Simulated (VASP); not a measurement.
Input of a VASP 6.6.1 run:

Contents of INCAR:

```
ALGO = Normal
EDIFF = 1E-8
ENCUT = 520
GGA = PS
ISIF = 2
ISMEAR = -1
LASPH = True
LCHARG = False
LEFG = True
LREAL = False
LWAVE = False
NBANDS = 11
NELM = 80
PREC = Accurate
SIGMA = 0.05
```

Contents of KPOINTS:

```
k-points
0
Gamma
  18 18 18
```

Contents of POSCAR:

```
Pd
1.0
    0.0000000000      1.9449000000      1.9254510000
    1.9449000000      0.0000000000      1.9254510000
    1.9449000000      1.9449000000      0.0000000000
Pd
1
Direct
    0.0000000000      0.0000000000      0.0000000000
```

Potentials or basis: VASP PAW PBE potentials, release 64 (Pd).

Command:

```bash
$ cat potpaw_PBE.64/Pd/POTCAR > POTCAR
$ mpirun -np 1 vasp_std > vasp.out
```

(1) What does it give for the pressure?

(2) Estimate the band gap on the k mesh.

Results:

(1) -0.6 GPa.

(2) zero (band 5 reaches 10.17 eV, above the bottom of band 6 at 8.55 eV).

Caveat: the cell differs from its parent crystal (zz strain of -1 %); without QUAD_EFG the Cq values of the log hold for a quadrupole moment of 1 mb, not for the nuclei; the PAW data sets were made with another functional, which shifts forces and pressure a little.
